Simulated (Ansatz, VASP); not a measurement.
One calculation of AlRu, two programs

```
CELL_PARAMETERS angstrom
2.99160 0.00000 0.00000
0.00000 2.99160 0.00000
0.00000 0.00000 2.99160
ATOMIC_POSITIONS crystal
Ru 0.50000 0.50000 0.50000
Al 0.00000 0.00000 0.00000
```

Alike in both runs: functional PBEsol-based screened hybrid; k mesh 5 × 5 × 5; occupations fermi-dirac, width 0.05 eV; no spin polarisation.

|  | VASP | Ansatz |
| --- | --- | --- |
| version | VASP 6.6.1 | Ansatz 0.2.0 |
| potentials or method | VASP PAW PBE potentials, release 64 (Ru_pv, Al) | Ansatz PAW |
| plane-wave cutoff (eV) | 520 | 420 |
| valence electrons in the cell | 17 | 19 |
| task | single point | band structure |

```tsv
	VASP	Ansatz	Ansatz less VASP
gap on the k mesh at the Fermi level (eV)	none	none	-
pressure (GPa)	-6.5	-6.7	-0.22
```

VASP's potentials were made for PBE, not for PBEsol-based screened hybrid. A gap of «none» marks a metal or a gap that the smearing closes. VASP's potentials hold 17 valence electrons a cell and Ansatz's 19, so a difference there can come from the potentials and not from the codes.

The k mesh is coarse, so the values compare programs but aren't converged.
